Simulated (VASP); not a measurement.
# Na (Im-3m) in VASP: further runs

The runs below take Na through single point, with PBE.

All numbers are computed with VASP 6.6.1; they aren't measurements. Logs are shortened: lines on timing, memory, paths and dates and some standing lists are left out, and cuts for length are marked.

## (1) The cell of the first run

The structure is cubic, space group Im-3m (No. 229). The conventional cell has a = 4.149 Å, b = 4.149 Å, c = 4.149 Å, α = 90.00°, β = 90.00°, γ = 90.00°. Na (site symmetry m-3m) has 14 Na at 3.59 to 4.15 Å within 4.7 Å.

## (2) Single point, PBE (volume scaled by 0.9405)

The input, INCAR:

```
PREC = Accurate
ENCUT = 520
EDIFF = 1E-7
ISMEAR = -1
SIGMA = 0.05
LREAL = False
LASPH = True
NELM = 60
ALGO = Normal
ISIF = 2
LWAVE = False
LCHARG = False
GGA = PE
NBANDS = 10
```

The input, KPOINTS:

```
regular mesh
0
Gamma
  12 12 12
```

The input, POSCAR:

```
Na
1.0
   -2.0746412990      2.0746412990      2.0746412990
    2.0746412990     -2.0746412990      2.0746412990
    2.0746412990      2.0746412990     -2.0746412990
Na
1
Direct
    0.0000000000      0.0000000000      0.0000000000
```

Potentials or basis: VASP PAW PBE potentials, release 64 (Na_pv).

The run is started by

```sh
$ cat potpaw_PBE.64/Na_pv/POTCAR > POTCAR
$ mpirun -np 1 vasp_std > vasp.out
```

OUTCAR:

```text
PREC = Accurate
   ENCUT = 520
   EDIFF = 1E-7
   ISMEAR = -1
   LREAL = False
   LASPH = True
   NELM = 60
   ISIF = 2
   GGA = PE

 ion  position               nearest neighbor table
   1  0.000  0.000  0.000-

  LATTYP: Found a body centered cubic cell.
 ALAT       =     4.1492825980

  Lattice vectors:

 A1 = (  -2.0746412990,   2.0746412990,   2.0746412990)
 A2 = (   2.0746412990,  -2.0746412990,   2.0746412990)
 A3 = (   2.0746412990,   2.0746412990,  -2.0746412990)

Analysis of symmetry for initial positions (statically):
=====================================================================
 Subroutine PRICEL returns:
 Original cell was already a primitive cell.

 Routine SETGRP: Setting up the symmetry group for a
 body centered cubic supercell.

 Subroutine GETGRP returns: Found 48 space group operations
 (whereof 48 operations were pure point group operations)
 out of a pool of 48 trial point group operations.

The static configuration has the point symmetry O_h .

Analysis of symmetry for dynamics (positions and initial velocities):
=====================================================================
 Subroutine PRICEL returns:
 Original cell was already a primitive cell.

 Routine SETGRP: Setting up the symmetry group for a
 body centered cubic supercell.

 Subroutine GETGRP returns: Found 48 space group operations
 (whereof 48 operations were pure point group operations)
 out of a pool of 48 trial point group operations.

The dynamic configuration has the point symmetry O_h .

 Subroutine INISYM returns: Found 48 space group operations
 (whereof 48 operations are pure point group operations),
 and found     1 'primitive' translations

----------------------------------------------------------------------------------------

                                     Primitive cell

  volume of cell :      35.7182

  direct lattice vectors                    reciprocal lattice vectors
    -2.074641299  2.074641299  2.074641299     0.000000000  0.241005518  0.241005518
     2.074641299 -2.074641299  2.074641299     0.241005518  0.000000000  0.241005518
     2.074641299  2.074641299 -2.074641299     0.241005518  0.241005518  0.000000000

  length of vectors
     3.593384137  3.593384137  3.593384137     0.340833272  0.340833272  0.340833272

  position of ions in fractional coordinates (direct lattice)
     0.000000000  0.000000000  0.000000000

  ion indices of the primitive-cell ions
   primitive index   ion index
                 1           1

----------------------------------------------------------------------------------------

 KPOINTS: regular mesh

Automatic generation of k-mesh.
 Grid dimensions read from file:
 generate k-points for:   12   12   12

 Generating k-lattice:

  Cartesian coordinates                     Fractional coordinates (reciprocal lattice)
     0.000000000  0.020083793  0.020083793     0.083333333  0.000000000  0.000000000
     0.020083793  0.000000000  0.020083793     0.000000000  0.083333333  0.000000000
     0.020083793  0.020083793  0.000000000     0.000000000  0.000000000  0.083333333

  Length of vectors
     0.028402773  0.028402773  0.028402773

  Shift w.r.t. Gamma in fractional coordinates (k-lattice)
     0.000000000  0.000000000  0.000000000

 Subroutine IBZKPT returns following result:
 ===========================================

 Found     72 irreducible k-points:

 Following reciprocal coordinates:
            Coordinates               Weight
  0.000000  0.000000  0.000000      1.000000
  0.083333  0.000000  0.000000     12.000000
  0.166667  0.000000  0.000000     12.000000
  0.250000  0.000000  0.000000     12.000000
  0.333333  0.000000  0.000000     12.000000
  0.416667  0.000000  0.000000     12.000000
[... 16 lines left out ...]
  0.333333  0.083333  0.083333     24.000000
  0.416667  0.083333  0.083333     12.000000
 [... further k-points ...]
   k-points           NKPTS =     72   k-points in BZ     NKDIM =     72   number of bands    NBANDS=     10
   number of dos      NEDOS =    301   number of ions     NIONS =      1
   total plane-waves  NPLWV =  21952
   dimension x,y,z NGX =    28 NGY =   28 NGZ =   28
   dimension x,y,z NGXF=    56 NGYF=   56 NGZF=   56
   ions per type =               1
   NGX,Y,Z   is equivalent  to a cutoff of  12.95, 12.95, 12.95 a.u.
   NGXF,Y,Z  is equivalent  to a cutoff of  25.91, 25.91, 25.91 a.u.
 SYSTEM =  unknown system
   PREC   = accura    normal or accurate (medium, high low for compatibility)
   ISTART =      0    job   : 0-new  1-cont  2-samecut
   ICHARG =      2    charge: 1-file 2-atom 10-const
   ISPIN  =      1    spin polarized calculation?
   LNONCOLLINEAR =      F non collinear calculations
   LSORBIT =      F    spin-orbit coupling
   LASPH  =      T    aspherical Exc in radial PAW
   ENCUT  =  520.0 eV  38.22 Ry    6.18 a.u.   6.68  6.68  6.68*2*pi/ulx,y,z
   NELM   =     60;   NELMIN=  2; NELMDL= -5     # of ELM steps
   EDIFF  = 0.1E-06   stopping-criterion for ELM
   LREAL  =      F    real-space projection
   EDIFFG = 0.1E-05   stopping-criterion for IOM
   NSW    =      0    number of steps for IOM
   IBRION =     -1    ionic relax: 0-MD 1-quasi-New 2-CG
   NFREE  =      0    steps in history (QN), initial steepest desc. (CG)
   ISIF   =      2    stress and relaxation
   ISYM   =      2    0-nonsym 1-usesym 2-fastsym
   POTIM  = 0.5000    time-step for ionic-motion
   TEBEG  =    0.0;   TEEND  =   0.0 temperature during run
   PSTRESS=    0.0 pullay stress
   NELECT =       7.0000    total number of electrons
   NUPDOWN=      -1.0000    fix difference up-down
   EMIN   =  10.00;   EMAX   =-10.00  energy-range for DOS
   EFERMI =   0.00;   METHOD = LEGACY
   ISMEAR =    -1;   SIGMA  =   0.05  broadening in eV -4-tet -1-fermi 0-gaus
   EFERMI_NEDOS =   21; number of points for ismear=-14 and -15
   IALGO  =     38    algorithm
   IMIX   =      4    mixing-type and parameters
     AMIX     =   0.40;   BMIX     =  1.00
     AMIX_MAG =   1.60;   BMIX_MAG =  1.00
  volume/ion in A,a.u.               =      35.72       241.04
  Fermi-wavevector in a.u.,A,eV,Ry     =   0.950921  1.796980 12.303082  0.904251
  Thomas-Fermi vector in A             =   2.079343
   LORBIT       =      0    0 simple, 1 ext, 2 COOP (PROOUT), +10 PAW based schemes
   GGA     = PE    functional components
   LHFCALC =     F    Hartree Fock is set to
   AEXX    =    0.0000 exact exchange contribution
   IVDW    =     0    specifies the selected vdW correction
   LEPSILON=     F    determine dielectric tensor
   LRPA    =     F    only Hartree local field effects (RPA)
 non-spin polarized calculation
  energy-cutoff  :      520.00
  volume of cell :       35.72
 maximum number of plane-waves:       978
   NGX = 13   NGY = 13   NGZ = 13

 number of electron       6.9999988 magnetization

 Free energy of the ion-electron system (eV)
  ---------------------------------------------------
  ext. energy  EPLUGINS =         0.00000000
  ---------------------------------------------------
  free energy    TOTEN  =        -1.31000470 eV

  energy without entropy =       -1.30471699  energy(sigma->0) =       -1.30736084

 E-fermi :   0.4026     XC(G=0):  -6.5998

 val. band max:        0.3657267444   @ k =  -0.3333   0.4167   0.1667
 cond. band min:       0.4799101403   @ k =   0.3333   0.1667   0.0000
 fundamental gap:      0.1141833959
 Fermi energy:         0.4025986610

 k-point     1 :       0.0000    0.0000    0.0000
  band No.  band energies     occupation
      1     -24.4355      2.00000
      2     -24.4355      2.00000
      3     -24.4355      2.00000
      4      -2.9192      2.00000
      5      12.4142      0.00000
      6      12.4142      0.00000
      7      12.4142      0.00000
      8      13.4358      0.00000
      9      13.4358      0.00000
     10      14.0087      0.00000

 k-point     2 :       0.0833    0.0000    0.0000
  band No.  band energies     occupation
      1     -24.4383      2.00000
      2     -24.4364      2.00000
      3     -24.4355      2.00000
      4      -2.7935      2.00000
      5      10.8905      0.00000
      6      11.6742      0.00000
      7      11.9797      0.00000
      8      12.5564      0.00000
      9      12.8691      0.00000
     10      14.3929      0.00000

 k-point     3 :       0.1667    0.0000    0.0000
  band No.  band energies     occupation
      1     -24.4458      2.00000
      2     -24.4389      2.00000
      3     -24.4355      2.00000
      4      -2.4185      2.00000
      5       8.6716      0.00000
      6      10.6797      0.00000
      7      11.2727      0.00000
      8      11.6124      0.00000
      9      12.5030      0.00000
     10      14.5774      0.00000

 k-point     4 :       0.2500    0.0000    0.0000
  band No.  band energies     occupation
      1     -24.4559      2.00000
      2     -24.4423      2.00000
      3     -24.4355      2.00000
      4      -1.7997      2.00000
      5       6.5871      0.00000
      6       9.8649      0.00000
      7      10.6618      0.00000
      8      10.8699      0.00000
      9      11.9864      0.00000
     10      15.0968      0.00000

 k-point     5 :       0.3333    0.0000    0.0000
  band No.  band energies     occupation
      1     -24.4661      2.00000
      2     -24.4457      2.00000
      3     -24.4355      2.00000
      4      -0.9461      2.00000
      5       4.6854      0.00000
      6       9.2744      0.00000
      7      10.2141      0.00000
      8      10.3398      0.00000
      9      11.5047      0.00000
     10      15.7728      0.00000

 k-point     6 :       0.4167    0.0000    0.0000
  band No.  band energies     occupation
      1     -24.4734      2.00000
      2     -24.4483      2.00000
      3     -24.4354      2.00000
      4       0.1277      1.99184
      5       2.9839      0.00000
      6       8.9181      0.00000
      7       9.9437      0.00000
      8      10.0224      0.00000
      9      11.1804      0.00000
     10      16.4968      0.00000

 k-point     7 :       0.5000    0.0000    0.0000
  band No.  band energies     occupation
      1     -24.4761      2.00000
      2     -24.4492      2.00000
      3     -24.4354      2.00000
      4       1.2055      0.00000
      5       1.6972      0.00000
      6       8.7990      0.00000
      7       9.8534      0.00000
      8       9.9168      0.00000
      9      11.0672      0.00000
     10      16.9520      0.00000

 k-point     8 :       0.0833    0.0833    0.0000
  band No.  band energies     occupation
      1     -24.4434      2.00000
      2     -24.4374      2.00000
      3     -24.4362      2.00000
      4      -2.5432      2.00000
      5       9.6296      0.00000
      6      10.0759      0.00000
      7      11.3820      0.00000
      8      12.3492      0.00000
      9      13.0332      0.00000
     10      14.4968      0.00000

 k-point     9 :       0.1667    0.0833    0.0000
  band No.  band energies     occupation
      1     -24.4520      2.00000
      2     -24.4404      2.00000
      3     -24.4364      2.00000
      4      -2.0463      2.00000
      5       7.6480      0.00000
      6       9.0495      0.00000
      7      10.6470      0.00000
      8      11.8300      0.00000
      9      13.0235      0.00000
     10      14.1409      0.00000
[... 118 lines left out ...]
 k-point    19 :       0.3333    0.3333    0.0000
  band No.  band energies     occupation
      1     -24.4634      2.00000
      2     -24.4634      2.00000
      3     -24.4406      2.00000
      4       2.5349      0.00000
      5       2.5349      0.00000
      6       3.5778      0.00000
      7       8.6233      0.00000
      8      13.4515      0.00000
      9      13.4515      0.00000
     10      14.9373      0.00000

 k-point    20 :       0.0833    0.0833    0.0833
  band No.  band energies     occupation
      1     -24.4508      2.00000
      2     -24.4375      2.00000
      3     -24.4375      2.00000
      4      -2.1700      2.00000
      5       8.6073      0.00000
      6       8.6073      0.00000
      7       9.9011      0.00000
      8      13.6513      0.00000
      9      13.6513      0.00000
     10      14.7363      0.00000

 k-point    21 :       0.1667    0.0833    0.0833
  band No.  band energies     occupation
      1     -24.4591      2.00000
      2     -24.4412      2.00000
      3     -24.4377      2.00000
      4      -1.5544      2.00000
      5       6.7191      0.00000
      6       7.8097      0.00000
      7       9.0190      0.00000
      8      13.3455      0.00000
      9      13.7675      0.00000
     10      15.3658      0.00000

 k-point    22 :       0.2500    0.0833    0.0833
  band No.  band energies     occupation
      1     -24.4664      2.00000
      2     -24.4457      2.00000
      3     -24.4378      2.00000
      4      -0.7051      2.00000
      5       4.8771      0.00000
      6       7.2400      0.00000
      7       8.4384      0.00000
      8      12.8356      0.00000
      9      13.5457      0.00000
     10      15.9728      0.00000

 k-point    23 :       0.3333    0.0833    0.0833
  band No.  band energies     occupation
      1     -24.4715      2.00000
      2     -24.4493      2.00000
      3     -24.4380      2.00000
      4       0.3627      1.37948
      5       3.2013      0.00000
      6       6.8984      0.00000
      7       8.0938      0.00000
      8      12.5130      0.00000
      9      13.3298      0.00000
     10      16.6993      0.00000

 k-point    24 :       0.4167    0.0833    0.0833
  band No.  band energies     occupation
      1     -24.4732      2.00000
      2     -24.4507      2.00000
      3     -24.4380      2.00000
      4       1.4261      0.00000
      5       1.9341      0.00000
      6       6.7845      0.00000
      7       7.9789      0.00000
      8      12.4042      0.00000
      9      13.2488      0.00000
     10      17.1578      0.00000

 [... further k-points ...]
[... 5 lines left out ...]
  --------------------------------------------------------------------------------------
  -------------------------------------------------------------------------------------
  Total        0.0653949      0.0653949      0.0653949      0.0000000     -0.0000000      0.0000000
  in kB        2.9333604      2.9333604      2.9333604      0.0000000     -0.0000000      0.0000000
  external PRESSURE =       2.9333604 kB  Pullay stress =       0.0000000 kB

 VOLUME and BASIS-vectors are now :
 -----------------------------------------------------------------------------
  energy-cutoff  :      520.00
  volume of cell :       35.72
      direct lattice vectors                 reciprocal lattice vectors
    -2.074641299  2.074641299  2.074641299     0.000000000  0.241005518  0.241005518
     2.074641299 -2.074641299  2.074641299     0.241005518  0.000000000  0.241005518
     2.074641299  2.074641299 -2.074641299     0.241005518  0.241005518  0.000000000

 POSITION                                       TOTAL-FORCE (eV/Angst)
 -----------------------------------------------------------------------------------
      0.00000      0.00000      0.00000        -0.000000      0.000000      0.000000
 -----------------------------------------------------------------------------------
    total drift:                               -0.000000     -0.000000     -0.000000

  FREE ENERGIE OF THE ION-ELECTRON SYSTEM (eV)
  ---------------------------------------------------
  free  energy   TOTEN  =        -1.3100046968 eV

  energy  without entropy=       -1.3047169884  energy(sigma->0) =       -1.30736084
```

Wall time 29 s (1 thread of Intel Xeon Platinum 8259CL at 2.50GHz (Skylake/Cascade Lake), shared host); peak memory 0.15 GiB.

What came out:

* Free energy: -1.3100 eV
* Pressure: 0.3 GPa

[end of part 1 of 2]
